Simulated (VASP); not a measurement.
Al13Ga3As16:

```
Ga Al As
1.0
     0.00000   11.34284   11.34284
    11.34284    0.00000   11.34284
    11.34284   11.34284    0.00000
Ga Al As
12 52 64
Direct
  0.00056 0.00014 0.99911
  0.74845 0.24972 0.75171
  0.75084 0.24723 0.50178
  0.74824 0.75063 0.49980
  0.24964 0.00159 0.24948
  0.49760 0.25162 0.99994
  0.00291 0.74835 0.99892
  0.49948 0.24931 0.25144
  0.99698 0.75048 0.25324
  0.50149 0.74846 0.25062
  0.74880 0.50190 0.50051
  0.49932 0.75043 0.74884
  0.50145 0.99915 0.00096
  0.99701 0.49986 0.00271
  0.99829 0.00083 0.50134
  0.24876 0.25014 0.24992
  0.50271 0.49813 0.99880
  0.49960 0.00040 0.50164
  0.74784 0.25065 0.25099
  0.00174 0.49977 0.50043
  0.24908 0.74986 0.25224
  0.25096 0.25017 0.74874
  0.50028 0.50152 0.49945
  0.74770 0.75380 0.25124
  0.24815 0.75244 0.75047
  0.74902 0.74765 0.75113
  0.99920 0.99925 0.25190
  0.24765 0.25200 0.00200
  0.50014 0.99709 0.25226
  0.74942 0.25036 0.99826
  0.99839 0.50080 0.25032
  0.25204 0.74796 0.99911
  0.99847 0.00170 0.74911
  0.24811 0.25071 0.49916
  0.49914 0.50066 0.25257
  0.74954 0.75031 0.99817
  0.49736 0.00098 0.75108
  0.99995 0.50043 0.75079
  0.25165 0.74979 0.49973
  0.50156 0.49845 0.75027
  0.99830 0.25335 0.99782
  0.75273 0.99871 0.24806
  0.99706 0.25112 0.50066
  0.24997 0.49832 0.24949
  0.49935 0.75179 0.99826
  0.24973 0.00033 0.75025
  0.49953 0.25176 0.50072
  0.74906 0.50054 0.25041
  0.75199 0.99888 0.74951
  0.99849 0.74986 0.50117
  0.24939 0.50223 0.74913
  0.50096 0.74978 0.49952
  0.74806 0.50188 0.74919
  0.24980 0.00005 0.99970
  0.74610 0.00049 0.99882
  0.00140 0.24929 0.24883
  0.25135 0.49744 0.00159
  0.24950 0.00035 0.49837
  0.75024 0.50132 0.99855
  0.75094 0.00044 0.49811
  0.99742 0.25206 0.74999
  0.24946 0.50094 0.50110
  0.50079 0.25082 0.74957
  0.00131 0.74930 0.74894
  0.05988 0.06604 0.06534
  0.56320 0.06450 0.06104
  0.06112 0.56209 0.06335
  0.06220 0.06144 0.56327
  0.31189 0.31063 0.31448
  0.56427 0.56243 0.06233
  0.56254 0.06013 0.56474
  0.81261 0.31328 0.31233
  0.05933 0.56584 0.56270
  0.31439 0.80990 0.31458
  0.31437 0.31261 0.80913
  0.56234 0.56298 0.56136
  0.81092 0.81141 0.31431
  0.81029 0.31251 0.81421
  0.31171 0.81277 0.81164
  0.81166 0.81212 0.81105
  0.06380 0.06517 0.31015
  0.31339 0.31189 0.06332
  0.56164 0.06343 0.31159
  0.81368 0.31146 0.06176
  0.06066 0.56520 0.31378
  0.31357 0.81241 0.06202
  0.06403 0.06470 0.81052
  0.31106 0.31232 0.56417
  0.56273 0.56241 0.31206
  0.81450 0.81022 0.06189
  0.56375 0.06195 0.81280
  0.81432 0.31117 0.56197
  0.06044 0.56554 0.81389
  0.31245 0.81261 0.56131
  0.56152 0.56108 0.81400
  0.81432 0.81100 0.56050
  0.06291 0.31282 0.06176
  0.31348 0.06215 0.31340
  0.56099 0.31187 0.06508
  0.81073 0.06530 0.31146
  0.06258 0.81109 0.06299
  0.06225 0.31379 0.56110
  0.31496 0.56169 0.31465
  0.56153 0.81207 0.06228
  0.31339 0.06243 0.81222
  0.56130 0.31343 0.56105
  0.81220 0.56095 0.31242
  0.81281 0.06366 0.81132
  0.06060 0.81090 0.56560
  0.31109 0.56256 0.81214
  0.56802 0.81063 0.55902
  0.81142 0.56122 0.81155
  0.31294 0.06274 0.06393
  0.81346 0.06255 0.06086
  0.06166 0.31335 0.31431
  0.31355 0.56184 0.06254
  0.31227 0.06508 0.55953
  0.56451 0.31280 0.31020
  0.81241 0.56187 0.06223
  0.81234 0.06075 0.56348
  0.06168 0.81383 0.31251
  0.06389 0.31087 0.81239
  0.31266 0.55947 0.56575
  0.56213 0.81422 0.31098
  0.56349 0.31288 0.81559
  0.81333 0.56149 0.56230
  0.06356 0.81280 0.80948
  0.56083 0.81210 0.81349
```

```yaml
Program: VASP 6.6.1
Task: relaxation of volume and atoms at fixed shape
Functional: PBEsol
Potentials_or_basis: VASP PAW PBE potentials, release 64 (Ga_d, Al, As)
Cutoff: 500 eV
k_mesh: 1 × 1 × 1, shifted
Occupations: fermi-dirac, width 0.05 eV
Spin: no spin polarisation
```

At the start: pressure 0.3 GPa; volume 22.80 Å³/atom.

Problem. How do energy, volume and symmetry change on relaxing?

Solution. Over 10 steps the energy falls by 5.6 meV/atom and the volume is 22.88 Å³/atom (+0.4 %); space group P1 (No. 1, to 0.1 Å) before and after.

The path:
```csv
step,energy change (eV),largest force (eV/Å),pressure (GPa),volume (Å³)
1,0.0000,1.0133,0.34,2918.74
2,-0.6243,0.2443,-0.23,2939.38
3,-0.6426,0.1830,-0.34,2943.65
4,-0.6878,0.1185,0.14,2923.93
5,-0.6878,0.1163,0.15,2923.16
6,-0.7065,0.0585,0.05,2927.24
7,-0.7108,0.0686,-0.02,2930.36
8,-0.7172,0.0406,-0.01,2929.96
9,-0.7196,0.0436,0.00,2929.52
10,-0.7232,0.0289,0.01,2928.97
```

Final structure:
```cif
data_structure
_symmetry_space_group_name_H-M 'P 1'
_symmetry_Int_Tables_number 1
_cell_length_a 16.0599
_cell_length_b 16.0599
_cell_length_c 16.0599
_cell_angle_alpha 60.000
_cell_angle_beta 60.000
_cell_angle_gamma 60.000
_cell_volume 2928.97
loop_
_atom_site_label
_atom_site_type_symbol
_atom_site_fract_x
_atom_site_fract_y
_atom_site_fract_z
_atom_site_occupancy
Ga1 Ga 0.00081 0.99986 0.99990 1
Ga2 Ga 0.74939 0.25020 0.75035 1
Ga3 Ga 0.74995 0.24961 0.50052 1
Ga4 Ga 0.75014 0.74981 0.49967 1
Ga5 Ga 0.25069 0.99975 0.25000 1
Ga6 Ga 0.49962 0.25016 0.00093 1
Ga7 Ga 0.00055 0.75030 0.99997 1
Ga8 Ga 0.49954 0.24977 0.25114 1
Ga9 Ga 0.99967 0.75093 0.24997 1
Ga10 Ga 0.50015 0.75032 0.24978 1
Ga11 Ga 0.74975 0.50019 0.50000 1
Ga12 Ga 0.49952 0.75046 0.74951 1
Al1 Al 0.49968 0.00016 0.00037 1
Al2 Al 0.99919 0.50052 0.00074 1
Al3 Al 0.00002 0.00015 0.49982 1
Al4 Al 0.24933 0.25011 0.25019 1
Al5 Al 0.50012 0.49977 0.00030 1
Al6 Al 0.50023 0.00000 0.50003 1
Al7 Al 0.74978 0.25038 0.24986 1
Al8 Al 0.00029 0.50055 0.49970 1
Al9 Al 0.24995 0.74994 0.25007 1
Al10 Al 0.25023 0.24991 0.75003 1
Al11 Al 0.50015 0.49978 0.50013 1
Al12 Al 0.75033 0.75000 0.24912 1
Al13 Al 0.24978 0.75018 0.74995 1
Al14 Al 0.74919 0.74938 0.74985 1
Al15 Al 0.99959 0.00072 0.25015 1
Al16 Al 0.25004 0.24996 0.99979 1
Al17 Al 0.49982 0.00046 0.24984 1
Al18 Al 0.74981 0.24874 0.00033 1
Al19 Al 0.99922 0.50109 0.25038 1
Al20 Al 0.25032 0.74963 0.99991 1
Al21 Al 0.99964 0.00049 0.75043 1
Al22 Al 0.24935 0.25010 0.50018 1
Al23 Al 0.49939 0.50026 0.25024 1
Al24 Al 0.74995 0.74973 0.99965 1
Al25 Al 0.49970 0.00009 0.75052 1
Al26 Al 0.99961 0.50027 0.75048 1
Al27 Al 0.25029 0.74976 0.49999 1
Al28 Al 0.49961 0.50010 0.75012 1
Al29 Al 0.99956 0.25066 0.99945 1
Al30 Al 0.75055 0.00029 0.24876 1
Al31 Al 0.99916 0.25016 0.50013 1
Al32 Al 0.24995 0.50011 0.25011 1
Al33 Al 0.49914 0.75021 0.00002 1
Al34 Al 0.25005 0.00036 0.74965 1
Al35 Al 0.49979 0.25001 0.50013 1
Al36 Al 0.74971 0.49977 0.25039 1
Al37 Al 0.75000 0.99985 0.74954 1
Al38 Al 0.99974 0.75031 0.49993 1
Al39 Al 0.24948 0.49996 0.75089 1
Al40 Al 0.50021 0.74982 0.49964 1
Al41 Al 0.74869 0.50041 0.74964 1
Al42 Al 0.24929 0.00007 0.00071 1
Al43 Al 0.75031 0.99941 0.99933 1
Al44 Al 0.00017 0.25012 0.24994 1
Al45 Al 0.24996 0.50001 0.00038 1
Al46 Al 0.24966 0.99991 0.50006 1
Al47 Al 0.74970 0.50006 0.99953 1
Al48 Al 0.74916 0.00036 0.49937 1
Al49 Al 0.99912 0.25056 0.75014 1
Al50 Al 0.24972 0.50009 0.50062 1
Al51 Al 0.50056 0.24979 0.74997 1
Al52 Al 0.99955 0.75013 0.75018 1
As1 As 0.06200 0.06321 0.06281 1
As2 As 0.56250 0.06271 0.06252 1
As3 As 0.06228 0.56289 0.06295 1
As4 As 0.06215 0.06276 0.56277 1
As5 As 0.31212 0.31255 0.31269 1
As6 As 0.56218 0.56277 0.06280 1
As7 As 0.56185 0.06269 0.56312 1
As8 As 0.81248 0.31216 0.31299 1
As9 As 0.06217 0.56297 0.56304 1
As10 As 0.31266 0.81243 0.31234 1
As11 As 0.31302 0.31252 0.81228 1
As12 As 0.56260 0.56235 0.56262 1
As13 As 0.81218 0.81266 0.31224 1
As14 As 0.81159 0.31294 0.81285 1
As15 As 0.31211 0.81283 0.81233 1
As16 As 0.81202 0.81220 0.81210 1
As17 As 0.06335 0.06253 0.31228 1
As18 As 0.31212 0.31243 0.06264 1
As19 As 0.56283 0.06241 0.31253 1
As20 As 0.81205 0.31258 0.06219 1
As21 As 0.06248 0.56346 0.31225 1
As22 As 0.31181 0.81273 0.06287 1
As23 As 0.06249 0.06297 0.81265 1
As24 As 0.31228 0.31256 0.56255 1
As25 As 0.56223 0.56268 0.31259 1
As26 As 0.81323 0.81196 0.06159 1
As27 As 0.56257 0.06247 0.81293 1
As28 As 0.81141 0.31277 0.56299 1
As29 As 0.06201 0.56271 0.81327 1
As30 As 0.31258 0.81250 0.56253 1
As31 As 0.56142 0.56298 0.81274 1
As32 As 0.81221 0.81267 0.56235 1
As33 As 0.06238 0.31281 0.06246 1
As34 As 0.31243 0.06259 0.31266 1
As35 As 0.56224 0.31201 0.06370 1
As36 As 0.81211 0.06308 0.31203 1
As37 As 0.06262 0.81270 0.06246 1
As38 As 0.06166 0.31291 0.56251 1
As39 As 0.31207 0.56262 0.31317 1
As40 As 0.56231 0.81264 0.06230 1
As41 As 0.31223 0.06246 0.81314 1
As42 As 0.56281 0.31223 0.56246 1
As43 As 0.81192 0.56259 0.31279 1
As44 As 0.81219 0.06276 0.81198 1
As45 As 0.06267 0.81268 0.56247 1
As46 As 0.31213 0.56278 0.81291 1
As47 As 0.56262 0.81247 0.56203 1
As48 As 0.81219 0.56216 0.81215 1
As49 As 0.31227 0.06251 0.06287 1
As50 As 0.81361 0.06149 0.06144 1
As51 As 0.06172 0.31351 0.31273 1
As52 As 0.31284 0.56228 0.06283 1
As53 As 0.31271 0.06255 0.56206 1
As54 As 0.56230 0.31283 0.31286 1
As55 As 0.81181 0.56234 0.06283 1
As56 As 0.81241 0.06221 0.56196 1
As57 As 0.06246 0.81327 0.31254 1
As58 As 0.06262 0.31284 0.81210 1
As59 As 0.31250 0.56229 0.56336 1
As60 As 0.56287 0.81297 0.31207 1
As61 As 0.56210 0.31250 0.81329 1
As62 As 0.81261 0.56252 0.56210 1
As63 As 0.06213 0.81289 0.81256 1
As64 As 0.56184 0.81265 0.81249 1
```

Caveat: the PAW data sets were made with another functional, which shifts forces and pressure a little.
